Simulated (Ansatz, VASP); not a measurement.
**One calculation of Si3Br2, two programs**

```
Si Br
1.0
     3.64321    2.10341    2.97467
    -3.64321    2.10341    2.97467
     0.00000   -4.20681    2.97467
Si Br
3 2
Direct
  0.00000 0.50000 0.00000
  0.50000 0.00000 0.00000
  0.00000 0.00000 0.50000
  0.75000 0.75000 0.75000
  0.25000 0.25000 0.25000
```

Change from the starting cell: ordered vacancies on the cation sites of cuprite (R-3m, No. 166).

Alike in both runs: task relaxation of cell and atoms; functional PBE; k mesh 4 × 4 × 4; occupations gaussian, width 0.1 eV; no spin polarisation.

|  | VASP | Ansatz |
| --- | --- | --- |
| version | VASP 6.6.1 | Ansatz 0.2.0 |
| potentials or method | VASP PAW PBE potentials, release 64 (Si, Br), cutoff 600 eV | scalar-relativistic, plane waves, PAW |
| valence electrons in the cell | 26 | 26 |

Ansatz gave:

| Property | Result |
| --- | --- |
| gap on the k mesh at the Fermi level, each at its own relaxed structure (eV) | none |
| relaxed volume (Å³/atom) | 26.51 |
| relaxed length of the cell vector where the two differ most in proportion (Å) | 5.335 |

**Question.** What did VASP give for the same quantities?

**Answer.** gap on the k mesh at the Fermi level, each at its own relaxed structure (eV): none; relaxed volume (Å³/atom): 26.73; relaxed length of the cell vector where the two differ most in proportion (Å): 5.351.

A gap of «none» marks a metal or a gap that the smearing closes.
